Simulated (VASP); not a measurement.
Write the native input for VASP 6.6.1 that does the following.

| Quantity | Value |
| --- | --- |
| Task | single point |
| Functional | PBEsol |
| Potentials or basis | VASP PAW PBE potentials, release 64 (Al, N) |
| Cutoff | 600 eV |
| k mesh | 3 × 3 × 2 |
| Occupations | gaussian, width 0.02 eV |
| Spin | no spin polarisation |
| Dipole correction | no |
| Further INCAR settings | ALGO = Normal; EDIFF = 1e-06; NBANDS = 16 |

The structure of AlN (k3) lies in POSCAR:

```
AlN
1.0
    3.3128908409      0.0000000000      0.0000000000
   -1.6564454205      2.8690476282      0.0000000000
    0.0000000000      0.0000000000      4.1070523119
Al N
2 2
Direct
    0.3333333333      0.6666666667      0.0000000000
    0.6666666667      0.3333333333      0.5000000000
    0.3333333333      0.6666666667      0.5000000000
    0.6666666667      0.3333333333      1.0000000000
```

One way to write it, as run:

INCAR

```
SYSTEM = AlN
PREC     = Accurate       ! precision mode
ENCUT    = 600            ! plane-wave cutoff, eV
EDIFF    = 1E-6           ! SCF threshold, eV
ISMEAR   = 0              ! smearing method
SIGMA    = 0.02           ! smearing width, eV
LREAL    = .FALSE.        ! projectors in reciprocal space
LASPH    = .TRUE.         ! aspherical terms in the spheres
NELM     = 120            ! most SCF steps
ALGO     = Normal         ! electronic algorithm
ISIF     = 2              ! what is computed and relaxed
LWAVE    = .FALSE.        ! write WAVECAR
LCHARG   = .FALSE.        ! write CHGCAR
GGA      = PS             ! functional
NBANDS   = 16             ! bands
GGA_COMPAT= .FALSE.
```

KPOINTS

```
regular mesh
0
G
  3 3 2
  0 0 0
```

Potentials or basis: VASP PAW PBE potentials, release 64 (Al, N).

The run is started by

```console
$ cat potpaw_PBE.64/Al/POTCAR potpaw_PBE.64/N/POTCAR > POTCAR
$ mpirun -np 1 vasp_std > vasp.out
```

It gave:

| Item | Value |
| --- | --- |
| Pressure | -0.2 GPa |
| Band gap on the k mesh | 3.37 eV, direct |

Caveat: the k points lie up to 0.76 Å⁻¹ apart; the PAW data sets were made with another functional, which shifts forces and pressure a little.

Run time: 14 s on 1 thread of Intel Xeon 8259CL, with other jobs on the host, peak memory 0.16 GiB.
